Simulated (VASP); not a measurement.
Runs of VASP 6.6.1 on WC. The structure is that of space group Fm-3m (No. 225), or close to it. The cells are those of the table. 

| cell | gap on the mesh (eV) | pressure (GPa) |
| --- | --- | --- |
| a = 3.101 Å, angles 60.0°, 2 atoms | none | (b) |
| a = 3.121 Å, angles 60.0°, 2 atoms | none | -15.3 |
| a = 3.162 Å, angles 60.0°, 2 atoms | none | -26.5 |
| a = 3.059 Å, angles 60.0°, 2 atoms | none | 7.0 |
| a = 3.038 Å, angles 60.0°, 2 atoms | none | (a) |

Alike in all rows: task single point; level PBEsol; potentials or basis VASP PAW PBE potentials, release 64 (W_sv, C); no spin polarisation; k mesh 11 × 11 × 11; cutoff (eV) 520; smearing fermi-dirac 0.15 eV.

Q: Estimate the missing entries.

A: (a) 16.2; (b) -8.6.

Caveats: the PAW data sets were made with another functional, which shifts forces and pressure a little; spin-orbit coupling is left out, which moves the levels of the heavy elements.

A k mesh can miss the band edges, and the runs leave out spin-orbit coupling on W.

A gap of «none» marks levels without a gap at the run's occupations.
